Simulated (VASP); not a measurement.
# C (Fmmm) in VASP: a series of runs, part 2 of 2

VASP 6.6.1. Earlier steps stand in the parts before.

## (3) Electric field gradients, PBE (8.57 Å³/atom)

This run uses another cell than the first one, of 8.57 Å³/atom.

File INCAR:

```
SYSTEM = C
  PREC = Accurate
  ENCUT = 520
  EDIFF = 1E-8
  ISMEAR = -1
  SIGMA = 0.05
  LREAL = .FALSE.
  LASPH = .TRUE.
  NELM = 80
  ALGO = Normal
  ISIF = 2
  LWAVE = .FALSE.
  LCHARG = .FALSE.
  GGA = PE
  LEFG = .TRUE.
  NBANDS = 11
```

File KPOINTS:

```
regular mesh
0
G
  18 18 18
  0 0 0
```

File POSCAR:

```
C
1.0
    0.0000000000      2.1127244021      3.3255295243
    1.2197581409      0.0000000000      3.3255295243
    1.2197581409      2.1127244021      0.0000000000
C
2
Direct
    0.1666700000      0.8333300000      0.1666700000
    0.8333300000      0.1666700000      0.8333300000
```

Potentials or basis: VASP PAW PBE potentials, release 64 (C).

Command:

```bash
> cat potpaw_PBE.64/C/POTCAR > POTCAR
> mpirun -np 1 vasp_std > vasp.out
```

OUTCAR:

```text
SYSTEM = C
   PREC = Accurate
   ENCUT = 520
   EDIFF = 1E-8
   ISMEAR = -1
   LREAL = .FALSE.
   LASPH = .TRUE.
   NELM = 80
   ISIF = 2
   GGA = PE

 ion  position               nearest neighbor table
   1  0.167  0.833  0.167-   2 1.41   2 1.41   2 1.41
   2  0.833  0.167  0.833-   1 1.41   1 1.41   1 1.41

  LATTYP: Found a face centered orthorhombic cell.
 ALAT       =     2.4395162818
 B/A-ratio  =     1.7320846906
 C/A-ratio  =     2.7263843649

  Lattice vectors:

 A1 = (   0.0000000000,   2.1127244021,   3.3255295243)
 A2 = (   1.2197581409,   0.0000000000,   3.3255295243)
 A3 = (   1.2197581409,   2.1127244021,   0.0000000000)

Analysis of symmetry for initial positions (statically):
=====================================================================
 Subroutine PRICEL returns:
 Original cell was already a primitive cell.

 Routine SETGRP: Setting up the symmetry group for a
 face centered orthorhombic supercell.

 Subroutine GETGRP returns: Found  8 space group operations
 (whereof  8 operations were pure point group operations)
 out of a pool of  8 trial point group operations.

The static configuration has the point symmetry D_2h.

Analysis of symmetry for dynamics (positions and initial velocities):
=====================================================================
 Subroutine PRICEL returns:
 Original cell was already a primitive cell.

 Routine SETGRP: Setting up the symmetry group for a
 face centered orthorhombic supercell.

 Subroutine GETGRP returns: Found  8 space group operations
 (whereof  8 operations were pure point group operations)
[... 482 lines left out ...]
      2      -3.2000      2.00000
      3      -0.3956      2.00000
      4       0.1442      2.00000
      5      11.2298      0.00000
      6      11.8005      0.00000
      7      13.2733      0.00000
      8      19.7150      0.00000
      9      21.6414      0.00000
     10      23.5446      0.00000
     11      28.5184      0.00000

 [... further k-points ...]

------------------------ aborting loop because EDIFF is reached ----------------------------------------

  FORCE on cell =-STRESS in cart. coord.  units (eV):
  Direction    XX          YY          ZZ          XY          YZ          ZX
  --------------------------------------------------------------------------------------
  -------------------------------------------------------------------------------------
  Total        1.5950082      1.5370204      0.4479047      0.0000000      0.0000000      0.0000000
  in kB      149.0960466    143.6755421     41.8686342      0.0000000      0.0000000      0.0000000
  external PRESSURE =     111.5467410 kB  Pullay stress =       0.0000000 kB

 VOLUME and BASIS-vectors are now :
 -----------------------------------------------------------------------------
  energy-cutoff  :      520.00
  volume of cell :       17.14
      direct lattice vectors                 reciprocal lattice vectors
     0.000000000  2.112724402  3.325529524    -0.409917330  0.236661251  0.150351995
     1.219758141  0.000000000  3.325529524     0.409917330 -0.236661251  0.150351995
     1.219758141  2.112724402  0.000000000     0.409917330  0.236661251 -0.150351995

 POSITION                                       TOTAL-FORCE (eV/Angst)
 -----------------------------------------------------------------------------------
      1.21976      0.70426      3.32553         0.000000      0.003488      0.000000
      1.21976      3.52119      3.32553         0.000000     -0.003488      0.000000
 -----------------------------------------------------------------------------------
    total drift:                               -0.000000     -0.000000     -0.000000

  FREE ENERGIE OF THE ION-ELECTRON SYSTEM (eV)
  ---------------------------------------------------
  free  energy   TOTEN  =       -18.3977305638 eV

  energy  without entropy=      -18.3975233574  energy(sigma->0) =      -18.39762696

 Electric field gradients (V/A^2)
---------------------------------------------------------------------
 ion       V_xx      V_yy      V_zz      V_xy      V_xz      V_yz
---------------------------------------------------------------------
   1     -16.119   -16.076    32.196    -0.000     0.001     0.000
   2     -16.119   -16.076    32.196    -0.000     0.001     0.000
---------------------------------------------------------------------

 Electric field gradients after diagonalization (V/A^2)
 (convention: |V_zz| > |V_xx| > |V_yy|)
----------------------------------------------------------------------
 ion       V_xx      V_yy      V_zz     asymmetry (V_yy - V_xx)/ V_zz
----------------------------------------------------------------------
   1     -16.119   -16.076    32.196       0.001
   2     -16.119   -16.076    32.196       0.001
----------------------------------------------------------------------

           NMR quadrupolar parameters

 Cq : quadrupolar parameter    Cq=e*Q*V_zz/h
 eta: asymmetry parameters     (V_yy - V_xx)/ V_zz
 Q  : nuclear electric quadrupole moment in mb (millibarn)
----------------------------------------------------------------------
 ion       Cq(MHz)       eta       Q (mb)
----------------------------------------------------------------------
   1       0.078       0.001       1.000
   2       0.078       0.001       1.000
----------------------------------------------------------------------
```

OSZICAR:

```text
N       E                     dE             d eps       ncg     rms          rms(c)
DAV:   1     0.558174107535E+00    0.55817E+00   -0.41112E+03 19364   0.650E+02
DAV:   2    -0.192597152289E+02   -0.19818E+02   -0.19007E+02 24948   0.120E+02
DAV:   3    -0.196949609851E+02   -0.43525E+00   -0.43437E+00 23879   0.144E+01
DAV:   4    -0.196964855796E+02   -0.15246E-02   -0.15245E-02 22250   0.105E+00
DAV:   5    -0.196964916570E+02   -0.60774E-05   -0.60775E-05 23963   0.590E-02    0.657E+00
DAV:   6    -0.187065982532E+02    0.98989E+00   -0.84961E-01 21840   0.534E+00    0.383E+00
DAV:   7    -0.183941388261E+02    0.31246E+00   -0.94972E-01 22502   0.570E+00    0.110E+00
DAV:   8    -0.183978808082E+02   -0.37420E-02   -0.20493E-02 21314   0.917E-01    0.124E-01
DAV:   9    -0.183976549998E+02    0.22581E-03   -0.60111E-04 23142   0.153E-01    0.544E-02
DAV:  10    -0.183977310943E+02   -0.76094E-04   -0.13844E-04 21588   0.821E-02    0.286E-02
DAV:  11    -0.183977303405E+02    0.75379E-06   -0.66545E-06 23306   0.147E-02    0.652E-03
DAV:  12    -0.183977305956E+02   -0.25510E-06   -0.65583E-07 21347   0.583E-03    0.848E-04
DAV:  13    -0.183977305693E+02    0.26320E-07   -0.43171E-08 23564   0.135E-03    0.461E-04
DAV:  14    -0.183977305638E+02    0.54670E-08   -0.24733E-09 14652   0.341E-04
   1 F= -.18397731E+02 E0= -.18397627E+02  d E =-.207206E-03
```

Wall time 2.3 min (1 thread of Intel Xeon Platinum 8488C (Sapphire Rapids), shared host); peak memory 0.24 GiB.

What came out:

* Free energy: -18.3977 eV
* Pressure: 11.2 GPa
* Largest force: 0.003 eV/Å
* Largest electric field gradient by atom: C +32.2 V/Å²

Forces on the atoms (eV/Å):
```
C    0.000  0.003  0.000
C    0.000 -0.003  0.000
```

Electric field gradients, principal values (V/Å²):
```tsv
atom	least	middle	greatest (by size)
1 C	-16.076	-16.119	32.196
2 C	-16.076	-16.119	32.196
```

Caveat: the cell stands under pressure; this functional lacks dispersion, which binds the layers, so the pressure and a relaxed spacing across them are unreliable; without QUAD_EFG the Cq values of the log hold for a quadrupole moment of 1 mb, not for the nuclei.

## (4) Electric field gradients, PBE (8.83 Å³/atom)

This run uses another cell than the first one, of 8.83 Å³/atom.

File INCAR:

```
SYSTEM = C
PREC = Accurate
ENCUT = 520
EDIFF = 1E-8
ISMEAR = -1
SIGMA = 0.05
LREAL = .False.
LASPH = .True.
NELM = 80
ALGO = Normal
ISIF = 2
LWAVE = .False.
LCHARG = .False.
GGA = PE
LEFG = .True.
NBANDS = 11
```

File KPOINTS:

```
Automatic mesh
0
Gamma
  18 18 18
  0 0 0
```

File POSCAR:

```
C
1.0
    0.0000000000      2.1340664971      3.3591230053
    1.2320797642      0.0000000000      3.3591230053
    1.2320797642      2.1340664971      0.0000000000
C
2
Direct
    0.1666700000      0.8333300000      0.1666700000
    0.8333300000      0.1666700000      0.8333300000
```

Potentials or basis: VASP PAW PBE potentials, release 64 (C).

Command:

```bash
> cat potpaw_PBE.64/C/POTCAR > POTCAR
> mpirun -np 1 vasp_std > vasp.out
```

OUTCAR:

```text
SYSTEM = C
   PREC = Accurate
   ENCUT = 520
   EDIFF = 1E-8
   ISMEAR = -1
   LREAL = .False.
   LASPH = .True.
   NELM = 80
   ISIF = 2
   GGA = PE

 ion  position               nearest neighbor table
   1  0.167  0.833  0.167-   2 1.42   2 1.42   2 1.42
   2  0.833  0.167  0.833-   1 1.42   1 1.42   1 1.42

  LATTYP: Found a face centered orthorhombic cell.
 ALAT       =     2.4641595284
 B/A-ratio  =     1.7320846905
 C/A-ratio  =     2.7263843648

  Lattice vectors:

 A1 = (   0.0000000000,   2.1340664971,   3.3591230053)
 A2 = (   1.2320797642,   0.0000000000,   3.3591230053)
 A3 = (   1.2320797642,   2.1340664971,   0.0000000000)

Analysis of symmetry for initial positions (statically):
=====================================================================
 Subroutine PRICEL returns:
 Original cell was already a primitive cell.

 Routine SETGRP: Setting up the symmetry group for a
 face centered orthorhombic supercell.

 Subroutine GETGRP returns: Found  8 space group operations
 (whereof  8 operations were pure point group operations)
 out of a pool of  8 trial point group operations.

The static configuration has the point symmetry D_2h.

Analysis of symmetry for dynamics (positions and initial velocities):
=====================================================================
 Subroutine PRICEL returns:
 Original cell was already a primitive cell.

 Routine SETGRP: Setting up the symmetry group for a
 face centered orthorhombic supercell.

 Subroutine GETGRP returns: Found  8 space group operations
 (whereof  8 operations were pure point group operations)
[... 482 lines left out ...]
      2      -3.4147      2.00000
      3      -0.6155      2.00000
      4      -0.0128      2.00000
      5      10.8152      0.00000
      6      11.4978      0.00000
      7      12.7197      0.00000
      8      19.0592      0.00000
      9      20.7908      0.00000
     10      22.9870      0.00000
     11      27.9142      0.00000

 [... further k-points ...]

------------------------ aborting loop because EDIFF is reached ----------------------------------------

  FORCE on cell =-STRESS in cart. coord.  units (eV):
  Direction    XX          YY          ZZ          XY          YZ          ZX
  --------------------------------------------------------------------------------------
  -------------------------------------------------------------------------------------
  Total        0.1863653      0.1318926      0.4110481      0.0000000      0.0000000      0.0000000
  in kB       16.9033572     11.9626740     37.2821136      0.0000000      0.0000000      0.0000000
  external PRESSURE =      22.0493816 kB  Pullay stress =       0.0000000 kB

 VOLUME and BASIS-vectors are now :
 -----------------------------------------------------------------------------
  energy-cutoff  :      520.00
  volume of cell :       17.66
      direct lattice vectors                 reciprocal lattice vectors
     0.000000000  2.134066497  3.359123005    -0.405817882  0.234294480  0.148848375
     1.232079764  0.000000000  3.359123005     0.405817882 -0.234294480  0.148848375
     1.232079764  2.134066497  0.000000000     0.405817882  0.234294480 -0.148848375

 POSITION                                       TOTAL-FORCE (eV/Angst)
 -----------------------------------------------------------------------------------
      1.23208      0.71137      3.35912         0.000000      0.003402      0.000000
      1.23208      3.55676      3.35912         0.000000     -0.003402      0.000000
 -----------------------------------------------------------------------------------
    total drift:                               -0.000000     -0.000000     -0.000000

  FREE ENERGIE OF THE ION-ELECTRON SYSTEM (eV)
  ---------------------------------------------------
  free  energy   TOTEN  =       -18.4196632036 eV

  energy  without entropy=      -18.4194458623  energy(sigma->0) =      -18.41955453

 Electric field gradients (V/A^2)
---------------------------------------------------------------------
 ion       V_xx      V_yy      V_zz      V_xy      V_xz      V_yz
---------------------------------------------------------------------
   1     -15.274   -15.233    30.506    -0.000     0.001     0.000
   2     -15.274   -15.233    30.506    -0.000     0.001     0.000
---------------------------------------------------------------------

 Electric field gradients after diagonalization (V/A^2)
 (convention: |V_zz| > |V_xx| > |V_yy|)
----------------------------------------------------------------------
 ion       V_xx      V_yy      V_zz     asymmetry (V_yy - V_xx)/ V_zz
----------------------------------------------------------------------
   1     -15.274   -15.233    30.506       0.001
   2     -15.274   -15.233    30.506       0.001
----------------------------------------------------------------------

           NMR quadrupolar parameters

 Cq : quadrupolar parameter    Cq=e*Q*V_zz/h
 eta: asymmetry parameters     (V_yy - V_xx)/ V_zz
 Q  : nuclear electric quadrupole moment in mb (millibarn)
----------------------------------------------------------------------
 ion       Cq(MHz)       eta       Q (mb)
----------------------------------------------------------------------
   1       0.074       0.001       1.000
   2       0.074       0.001       1.000
----------------------------------------------------------------------
```

OSZICAR:

```text
N       E                     dE             d eps       ncg     rms          rms(c)
DAV:   1     0.940406063590E+00    0.94041E+00   -0.40910E+03 19366   0.647E+02
DAV:   2    -0.191403468506E+02   -0.20081E+02   -0.19205E+02 25234   0.120E+02
DAV:   3    -0.196050074267E+02   -0.46466E+00   -0.46315E+00 24005   0.147E+01
DAV:   4    -0.196067155110E+02   -0.17081E-02   -0.17079E-02 22006   0.108E+00
DAV:   5    -0.196067222698E+02   -0.67588E-05   -0.67589E-05 24193   0.620E-02    0.632E+00
DAV:   6    -0.187030046530E+02    0.90372E+00   -0.77420E-01 21945   0.507E+00    0.369E+00
DAV:   7    -0.184163130659E+02    0.28669E+00   -0.87341E-01 22539   0.543E+00    0.103E+00
DAV:   8    -0.184197825862E+02   -0.34695E-02   -0.18772E-02 21248   0.875E-01    0.115E-01
DAV:   9    -0.184195876881E+02    0.19490E-03   -0.54303E-04 23166   0.146E-01    0.516E-02
DAV:  10    -0.184196636633E+02   -0.75975E-04   -0.13242E-04 21477   0.795E-02    0.267E-02
DAV:  11    -0.184196629655E+02    0.69781E-06   -0.63341E-06 23315   0.143E-02    0.608E-03
DAV:  12    -0.184196632338E+02   -0.26831E-06   -0.67472E-07 21254   0.586E-03    0.703E-04
DAV:  13    -0.184196632082E+02    0.25639E-07   -0.34959E-08 23680   0.122E-03    0.440E-04
DAV:  14    -0.184196632036E+02    0.45854E-08   -0.22140E-09 14455   0.322E-04
   1 F= -.18419663E+02 E0= -.18419555E+02  d E =-.217341E-03
```

Run time: 2.8 min. Hardware: 1 thread of Intel Xeon Platinum 8488C (Sapphire Rapids), shared host; peak memory 0.24 GiB.

What came out:

- Free energy: -18.4197 eV
- Pressure: 2.2 GPa
- Largest force: 0.003 eV/Å
- Largest electric field gradient by atom: C +30.5 V/Å²

Forces in eV/Å, atoms in the order of the input:
```
C    0.000  0.003  0.000
C    0.000 -0.003  0.000
```

Stress tensor (GPa, compression positive):
```
1.69 0.00 0.00
0.00 1.20 0.00
0.00 0.00 3.73
```

Electric field gradients, principal values (V/Å²):
| atom | least | middle | greatest (by size) |
| --- | --- | --- | --- |
| 1 C | -15.233 | -15.274 | 30.506 |
| 2 C | -15.233 | -15.274 | 30.506 |

Caveat: this functional lacks dispersion, which binds the layers, so the pressure and a relaxed spacing across them are unreliable; without QUAD_EFG the Cq values of the log hold for a quadrupole moment of 1 mb, not for the nuclei.

## (5) Overview

```tsv
cell	pressure (GPa)
a = 3.993, b = 3.590, c = 2.472 Å, angles 80.1, 62.3, 37.6°, 2 atoms	-0.5
a = 3.940, b = 3.542, c = 2.440 Å, angles 80.1, 62.3, 37.6°, 2 atoms	11.2
a = 3.980, b = 3.578, c = 2.464 Å, angles 80.1, 62.3, 37.6°, 2 atoms	2.2
```

Alike in all rows: task electric field gradients; level PBE; potentials or basis VASP PAW PBE potentials, release 64 (C); no spin polarisation; k mesh 18 × 18 × 18; cutoff (eV) 520; smearing fermi-dirac 0.05 eV.

Caveats: this functional lacks dispersion, which binds the layers, so the pressure and a relaxed spacing across them are unreliable; the cell stands under pressure (at least some runs).

Total energies depend on the potentials used, so only differences within one code and one set of settings carry meaning.
